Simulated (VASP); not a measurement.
Runs of VASP 6.6.1 on TiC. The structure is that of space group P6_3/mmc (No. 194), or close to it. The cells are those of the table. 

```csv
task,spin,cell,k mesh,cutoff (eV),gap on the mesh (eV),pressure (GPa),largest force (eV/Å)
single point,off,"a = 3.101, b = 3.101, c = 9.783 Å, angles 90.0, 90.0, 120.0°, 8 atoms",12 × 12 × 4,520,none,0.2,-
single point,collinear,"a = 3.101, b = 3.101, c = 9.783 Å, angles 90.0, 90.0, 120.0°, 8 atoms",6 × 6 × 2,520,none,(a),0.08
relaxation of cell and atoms,off,"relaxed from a = 3.101, b = 3.101, c = 9.783 Å, angles 90.0, 90.0, 120.0°, 8 atoms",12 × 12 × 4,600,none,0.0,-
single point,off,"a = 3.101, b = 3.101, c = 9.783 Å, angles 90.0, 90.0, 120.0°, 8 atoms",6 × 6 × 2,520,none,0.3,0.08
```

Alike in all rows: level PBE; potentials or basis VASP PAW PBE potentials, release 64 (Ti_sv, C); smearing gaussian 0.1 eV.

Task: Estimate the missing entries.

Result: (a) 0.4.

Caveats: some runs use coarse meshes; the relaxation stopped at its first step, so nothing moved (at least some runs).

A gap of «none» marks levels without a gap at the run's occupations.
